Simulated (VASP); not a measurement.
# SiS2 (Ibam) in VASP: notebook

The runs below take SiS2 through relaxation of shape and atoms at fixed volume, with PBE.

Program: VASP 6.6.1. These are calculated values, not measurements. Logs are shortened: lines on timing, memory, paths and dates and some standing lists are left out, and cuts for length are marked.

### 1 The cell of the first run

Symmetry: Ibam, No. 72, orthorhombic system. The conventional cell has a = 6.252 Å, b = 10.993 Å, c = 5.556 Å, α = 90.00°, β = 90.00°, γ = 90.00°. Si (site symmetry 222) has 4 S at 2.13 Å and 2 Si at 2.78 Å within 2.8 Å. Within 2.8 Å of S (site symmetry m) lie 2 Si at 2.13 Å.

### 2 Relaxation of shape and atoms at fixed volume, PBE (31.83 Å³/atom)

INCAR reads:

```
PREC = Accurate
ENCUT = 500
EDIFF = 1E-7
ISMEAR = 0
SIGMA = 0.05
LREAL = False
LASPH = True
NELM = 120
ALGO = Normal
ISIF = 4
LWAVE = False
LCHARG = False
GGA = PE
IBRION = 2
NSW = 60
EDIFFG = -0.01
GGA_COMPAT = False
NELMIN = 4
```

KPOINTS reads:

```
regular mesh
0
Gamma
  8 8 8
```

POSCAR reads:

```
SiS2
1.0
   -3.1261740241      5.4967352699      2.7781096454
    3.1261740241     -5.4967352699      2.7781096454
    3.1261740241      5.4967352699     -2.7781096454
Si S
2 4
Direct
    0.7500000000      0.7500000000      0.0000000000
    0.2500000000      0.2500000000      0.0000000000
    0.8961120135      0.8159935942      0.7121056077
    0.1038879865      0.1840064058      0.2878943923
    0.3961120135      0.6840064058      0.0801184193
    0.6038879865      0.3159935942      0.9198815807
```

Potentials or basis: VASP PAW PBE potentials, release 64 (Si, S).

Run with:

```sh
cat potpaw_PBE.64/Si/POTCAR potpaw_PBE.64/S/POTCAR > POTCAR
mpirun -np 1 vasp_std > vasp.out
```

OUTCAR:

```text
PREC = Accurate
   ENCUT = 500
   EDIFF = 1E-7
   ISMEAR = 0
   LREAL = False
   LASPH = True
   NELM = 120
   ISIF = 4
   GGA = PE
   IBRION = 2
   NSW = 60
   EDIFFG = -0.01
   NELMIN = 4

 ion  position               nearest neighbor table
   1  0.750  0.750  0.000-   3 2.13   4 2.13   6 2.13   5 2.13   2 2.78   2 2.78
   2  0.250  0.250  0.000-   3 2.13   4 2.13   5 2.13   6 2.13   1 2.78   1 2.78
   3  0.896  0.816  0.712-   1 2.13   2 2.13
   4  0.104  0.184  0.288-   1 2.13   2 2.13
   5  0.396  0.684  0.080-   2 2.13   1 2.13
   6  0.604  0.316  0.920-   1 2.13   2 2.13

  LATTYP: Found a body centered orthorhombic cell.
 ALAT       =     5.5562192908
 B/A-ratio  =     1.1252882079
 C/A-ratio  =     1.9785883106

  Lattice vectors:

 A1 = (   3.1261740241,   5.4967352699,  -2.7781096454)
 A2 = (  -3.1261740241,   5.4967352699,   2.7781096454)
 A3 = (   3.1261740241,  -5.4967352699,   2.7781096454)

Analysis of symmetry for initial positions (statically):
=====================================================================
 Subroutine PRICEL returns:
 Original cell was already a primitive cell.

 Routine SETGRP: Setting up the symmetry group for a
 body centered orthorhombic supercell.

 Subroutine GETGRP returns: Found  8 space group operations
 (whereof  4 operations were pure point group operations)
 out of a pool of  8 trial point group operations.

The static configuration has the point symmetry C_2h.
 The point group associated with its full space group is D_2h.

Analysis of symmetry for dynamics (positions and initial velocities):
=====================================================================
 Subroutine PRICEL returns:
 Original cell was already a primitive cell.

 Routine SETGRP: Setting up the symmetry group for a
 body centered orthorhombic supercell.

 Subroutine GETGRP returns: Found  8 space group operations
 (whereof  4 operations were pure point group operations)
 out of a pool of  8 trial point group operations.

The dynamic configuration has the point symmetry C_2h.
 The point group associated with its full space group is D_2h.

 Subroutine INISYM returns: Found  8 space group operations
 (whereof  4 operations are pure point group operations),
 and found     1 'primitive' translations

----------------------------------------------------------------------------------------

                                     Primitive cell

  volume of cell :     190.9534

  direct lattice vectors                    reciprocal lattice vectors
    -3.126174024  5.496735270  2.778109645     0.000000000  0.090963085  0.179978498
     3.126174024 -5.496735270  2.778109645     0.159939913  0.000000000  0.179978498
     3.126174024  5.496735270 -2.778109645     0.159939913  0.090963085  0.000000000

  length of vectors
     6.906877432  6.906877432  6.906877432     0.201659472  0.240775902  0.183997442

  position of ions in fractional coordinates (direct lattice)
     0.750000000  0.750000000  0.000000000
     0.250000000  0.250000000  0.000000000
     0.896112014  0.815993594  0.712105608
     0.103887986  0.184006406  0.287894392
     0.396112014  0.684006406  0.080118419
     0.603887986  0.315993594  0.919881581

  ion indices of the primitive-cell ions
   primitive index   ion index
                 1           1
                 2           2
                 3           3
                 4           4
                 5           5
                 6           6

----------------------------------------------------------------------------------------

 KPOINTS: regular mesh

Automatic generation of k-mesh.
 Grid dimensions read from file:
 generate k-points for:    8    8    8

 Generating k-lattice:

  Cartesian coordinates                     Fractional coordinates (reciprocal lattice)
     0.000000000  0.011370386  0.022497312     0.125000000 -0.000000000  0.000000000
     0.019992489  0.000000000  0.022497312    -0.000000000  0.125000000  0.000000000
     0.019992489  0.011370386  0.000000000     0.000000000  0.000000000  0.125000000

  Length of vectors
     0.025207434  0.030096988  0.022999680

  Shift w.r.t. Gamma in fractional coordinates (k-lattice)
     0.000000000  0.000000000  0.000000000

 Subroutine IBZKPT returns following result:
 ===========================================

 Found     95 irreducible k-points:

 Following reciprocal coordinates:
            Coordinates               Weight
  0.000000  0.000000  0.000000      1.000000
  0.125000 -0.000000  0.000000      4.000000
  0.250000 -0.000000  0.000000      4.000000
  0.375000  0.000000  0.000000      4.000000
  0.500000 -0.000000  0.000000      2.000000
  0.000000  0.125000  0.000000      4.000000
[... 16 lines left out ...]
  0.125000  0.375000  0.000000      8.000000
  0.250000  0.375000  0.000000      8.000000
 [... further k-points ...]
   k-points           NKPTS =     95   k-points in BZ     NKDIM =     95   number of bands    NBANDS=     20
   number of dos      NEDOS =    301   number of ions     NIONS =      6
   total plane-waves  NPLWV = 125000
   dimension x,y,z NGX =    50 NGY =   50 NGZ =   50
   dimension x,y,z NGXF=   100 NGYF=  100 NGZF=  100
   ions per type =               2   4
   NGX,Y,Z   is equivalent  to a cutoff of  12.03, 12.03, 12.03 a.u.
   NGXF,Y,Z  is equivalent  to a cutoff of  24.07, 24.07, 24.07 a.u.
 SYSTEM =  unknown system
   PREC   = accura    normal or accurate (medium, high low for compatibility)
   ISTART =      0    job   : 0-new  1-cont  2-samecut
   ICHARG =      2    charge: 1-file 2-atom 10-const
   ISPIN  =      1    spin polarized calculation?
   LNONCOLLINEAR =      F non collinear calculations
   LSORBIT =      F    spin-orbit coupling
   LASPH  =      T    aspherical Exc in radial PAW
   ENCUT  =  500.0 eV  36.75 Ry    6.06 a.u.  12.59 12.59 12.59*2*pi/ulx,y,z
   NELM   =    120;   NELMIN=  4; NELMDL= -5     # of ELM steps
   EDIFF  = 0.1E-06   stopping-criterion for ELM
   LREAL  =      F    real-space projection
   EDIFFG = -.1E-01   stopping-criterion for IOM
   NSW    =     60    number of steps for IOM
   IBRION =      2    ionic relax: 0-MD 1-quasi-New 2-CG
   NFREE  =      1    steps in history (QN), initial steepest desc. (CG)
   ISIF   =      4    stress and relaxation
   ISYM   =      2    0-nonsym 1-usesym 2-fastsym
   POTIM  = 0.5000    time-step for ionic-motion
   TEBEG  =    0.0;   TEEND  =   0.0 temperature during run
   PSTRESS=    0.0 pullay stress
   NELECT =      32.0000    total number of electrons
   NUPDOWN=      -1.0000    fix difference up-down
   EMIN   =  10.00;   EMAX   =-10.00  energy-range for DOS
   EFERMI =   0.00;   METHOD = LEGACY
   ISMEAR =     0;   SIGMA  =   0.05  broadening in eV -4-tet -1-fermi 0-gaus
   EFERMI_NEDOS =   21; number of points for ismear=-14 and -15
   IALGO  =     38    algorithm
   IMIX   =      4    mixing-type and parameters
     AMIX     =   0.40;   BMIX     =  1.00
     AMIX_MAG =   1.60;   BMIX_MAG =  1.00
  volume/ion in A,a.u.               =      31.83       214.77
  Fermi-wavevector in a.u.,A,eV,Ry     =   0.902573  1.705616 11.083825  0.814638
  Thomas-Fermi vector in A             =   2.025793
   LORBIT       =      0    0 simple, 1 ext, 2 COOP (PROOUT), +10 PAW based schemes
   GGA     = PE    functional components
   LHFCALC =     F    Hartree Fock is set to
   AEXX    =    0.0000 exact exchange contribution
   IVDW    =     0    specifies the selected vdW correction
   LEPSILON=     F    determine dielectric tensor
   LRPA    =     F    only Hartree local field effects (RPA)
 conjugate gradient relaxation of ions
 non-spin polarized calculation
 Gauss-broadening in eV      SIGMA  =   0.05
  energy-cutoff  :      500.00
  volume of cell :      190.95
 maximum number of plane-waves:      4876
   NGX = 25   NGY = 25   NGZ = 25

--------------------------------------- Ionic step        1  -------------------------------------------

 number of electron      32.0000002 magnetization

 Free energy of the ion-electron system (eV)
  ---------------------------------------------------
  ext. energy  EPLUGINS =         0.00000000
  ---------------------------------------------------
  free energy    TOTEN  =       -31.43858445 eV

  energy without entropy =      -31.43858445  energy(sigma->0) =      -31.43858445

------------------------ aborting loop because EDIFF is reached ----------------------------------------

  FORCE on cell =-STRESS in cart. coord.  units (eV):
  Direction    XX          YY          ZZ          XY          YZ          ZX
  --------------------------------------------------------------------------------------
  -------------------------------------------------------------------------------------
  Total        0.8760887      0.9004648      1.3565162      0.0000000      0.0000000      0.0000000
  in kB        7.3507444      7.5552696     11.3817285      0.0000000      0.0000000      0.0000000
  external PRESSURE =       8.7625808 kB  Pullay stress =       0.0000000 kB
[... 145 lines left out ...]
  energy  without entropy=      -31.4472094547  energy(sigma->0) =      -31.44720945

--------------------------------------- Ionic step        5  -------------------------------------------

 number of electron      32.0000004 magnetization

 Free energy of the ion-electron system (eV)
  ---------------------------------------------------
  ext. energy  EPLUGINS =         0.00000000
  ---------------------------------------------------
  free energy    TOTEN  =       -31.44724657 eV

  energy without entropy =      -31.44724657  energy(sigma->0) =      -31.44724657

 E-fermi :   0.4252     XC(G=0):  -7.0020

 val. band max:        0.1722304748   @ k =  -0.2500   0.2500   0.2500
 cond. band min:       3.2702104026   @ k =  -0.3750  -0.3750   0.3750
 fundamental gap:      3.0979799278
 Fermi energy:         0.4251537927

 k-point     1 :       0.0000    0.0000    0.0000
  band No.  band energies     occupation
      1     -14.1404      2.00000
      2     -12.1820      2.00000
      3     -11.6460      2.00000
      4     -11.6214      2.00000
      5      -7.2791      2.00000
      6      -5.4549      2.00000
[... 12 lines left out ...]
     19       4.3109      0.00000
[... 513 lines left out ...]
      4     -11.6526      2.00000
      5      -6.2529      2.00000
      6      -5.5559      2.00000
[... 12 lines left out ...]
     19       4.9111      0.00000
     20       4.9509      0.00000

 [... further k-points ...]

------------------------ aborting loop because EDIFF is reached ----------------------------------------

  FORCE on cell =-STRESS in cart. coord.  units (eV):
  Direction    XX          YY          ZZ          XY          YZ          ZX
  --------------------------------------------------------------------------------------
  -------------------------------------------------------------------------------------
  Total        0.0046968      0.0266000     -0.0050445      0.0000000      0.0000000      0.0000000
  in kB        0.0394081      0.2231850     -0.0423255      0.0000000      0.0000000      0.0000000
  external PRESSURE =       0.0734226 kB  Pullay stress =       0.0000000 kB
[... 21 lines left out ...]
  FREE ENERGIE OF THE ION-ELECTRON SYSTEM (eV)
  ---------------------------------------------------
  free  energy   TOTEN  =       -31.4472465667 eV

  energy  without entropy=      -31.4472465667  energy(sigma->0) =      -31.44724657

 reached required accuracy - stopping structural energy minimisation
```

Wall time 32 min (1 thread of Oxide Virtual Turin-like, shared host); peak memory 0.5 GiB.

Results:

- Free energy: -31.4472 eV
- Energy gained by relaxing: 1.4 meV/atom
- Ionic steps: 5
- Pressure after relaxing: 0.0 GPa
- Largest force after relaxing: 0.004 eV/Å
- Band gap on the k mesh: 3.10 eV (least direct gap 3.43 eV)

Forces on the atoms (eV/Å):
```
Si   0.000  0.000  0.000
Si   0.000  0.000  0.000
S    0.002 -0.003  0.000
S   -0.002  0.003  0.000
S   -0.002 -0.003  0.000
S    0.002  0.003  0.000
```

The path:
| step | energy change (eV) | largest force (eV/Å) | pressure (GPa) | volume (Å³) |
| --- | --- | --- | --- | --- |
| 1 | 0.0000 | 0.2739 | 0.88 | 190.95 |
| 2 | -0.0082 | 0.0063 | 0.11 | 190.95 |
| 3 | -0.0083 | 0.0164 | 0.05 | 190.95 |
| 4 | -0.0086 | 0.0066 | 0.02 | 190.95 |
| 5 | -0.0087 | 0.0038 | 0.01 | 190.95 |

Final structure:
```cif
data_structure
_symmetry_space_group_name_H-M 'P 1'
_symmetry_Int_Tables_number 1
_cell_length_a 6.8983
_cell_length_b 6.8983
_cell_length_c 6.8983
_cell_angle_alpha 126.279
_cell_angle_beta 74.703
_cell_angle_gamma 132.229
_cell_volume 190.95
loop_
_atom_site_label
_atom_site_type_symbol
_atom_site_fract_x
_atom_site_fract_y
_atom_site_fract_z
_atom_site_occupancy
Si1 Si 0.75000 0.75000 0.00000 1
Si2 Si 0.25000 0.25000 0.00000 1
S1 S 0.89518 0.81451 0.70969 1
S2 S 0.10482 0.18549 0.29031 1
S3 S 0.39518 0.68549 0.08068 1
S4 S 0.60482 0.31451 0.91932 1
```

### 3 Relaxation of shape and atoms at fixed volume, PBE (33.12 Å³/atom)

This run uses another cell than the first one, of 33.12 Å³/atom.

INCAR reads:

```
SYSTEM = SiS2
PREC = Accurate
ENCUT = 500
EDIFF = 1E-7
ISMEAR = 0
SIGMA = 0.05
LREAL = .FALSE.
LASPH = .TRUE.
NELM = 120
ALGO = Normal
ISIF = 4
LWAVE = .FALSE.
LCHARG = .FALSE.
GGA = PE
IBRION = 2
NSW = 60
EDIFFG = -0.01
GGA_COMPAT = .FALSE.
NELMIN = 4
```

KPOINTS reads:

```
Automatic mesh
0
G
  8 8 8
  0 0 0
```

POSCAR, as its differences from that of step 2:

```diff
@@ -2,5 +2,5 @@
 1.0
-   -3.1261740241      5.4967352699      2.7781096454
-    3.1261740241     -5.4967352699      2.7781096454
-    3.1261740241      5.4967352699     -2.7781096454
+   -3.1681410993      5.5705257565      2.8154041579
+    3.1681410993     -5.5705257565      2.8154041579
+    3.1681410993      5.5705257565     -2.8154041579
 Si S
```

Potentials or basis: VASP PAW PBE potentials, release 64 (Si, S).

Run with:

```sh
cat potpaw_PBE.64/Si/POTCAR potpaw_PBE.64/S/POTCAR > POTCAR
mpirun -np 1 vasp_std > vasp.out
```

Wall time 42 min (1 thread of Oxide Virtual Turin-like, shared host); peak memory 0.57 GiB.

It converged, with:

```
Free energy                  : -31.4481 eV
Energy gained by relaxing    : 2.6 meV/atom
Ionic steps                  : 5
Pressure after relaxing      : 0.0 GPa
Largest force after relaxing : 0.005 eV/Å
Band gap on the k mesh       : 3.14 eV (least direct gap 3.47 eV)
```

Forces in eV/Å, atoms in the order of the input:
```
Si   0.000  0.000  0.000
Si   0.000  0.000  0.000
S    0.004 -0.003  0.000
S   -0.004  0.003  0.000
S   -0.004 -0.003  0.000
S    0.004  0.003  0.000
```

Step by step:
| step | energy change (eV) | largest force (eV/Å) | pressure (GPa) | volume (Å³) |
| --- | --- | --- | --- | --- |
| 1 | 0.0000 | 0.3453 | -1.12 | 198.75 |
| 2 | -0.0147 | 0.0278 | -0.23 | 198.75 |
| 3 | -0.0150 | 0.0239 | -0.09 | 198.75 |
| 4 | -0.0157 | 0.0079 | -0.05 | 198.75 |
| 5 | -0.0158 | 0.0047 | -0.04 | 198.75 |

Final structure:
```yaml
crystal:
  lattice:
    - [-3.17926, 5.59435, 2.79361]
    - [3.17926, -5.59435, 2.79361]
    - [3.17926, 5.59435, -2.79361]
  atoms:
    - { symbol: Si, position: [0.75000, 0.75000, 0.00000] }
    - { symbol: Si, position: [0.25000, 0.25000, 0.00000] }
    - { symbol: S, position: [0.89724, 0.81816, 0.71540] }
    - { symbol: S, position: [0.10276, 0.18184, 0.28460] }
    - { symbol: S, position: [0.39724, 0.68184, 0.07908] }
    - { symbol: S, position: [0.60276, 0.31816, 0.92092] }
```

Levels at points of the mesh, in eV from the valence-band top:
```csv
k point,band 13,band 14,band 15,band 16,band 17,band 18,band 19,band 20
"(0.00, 0.00, 0.00)",-1.63,-1.08,-1.05,-0.13,3.94,4.00,4.20,5.08
"(0.50, 0.00, 0.00)",-0.97,-0.97,-0.68,-0.68,3.42,3.42,4.88,4.88
"(0.00, 0.50, 0.00)",-0.79,-0.79,-0.74,-0.74,3.42,3.42,4.76,4.76
"(0.50, 0.50, 0.00)",-1.65,-1.39,-1.17,0.00,3.94,4.64,4.73,4.83
"(0.50, 0.50, 0.50)",-1.70,-1.64,-1.28,-0.07,3.42,4.42,4.82,4.85
```
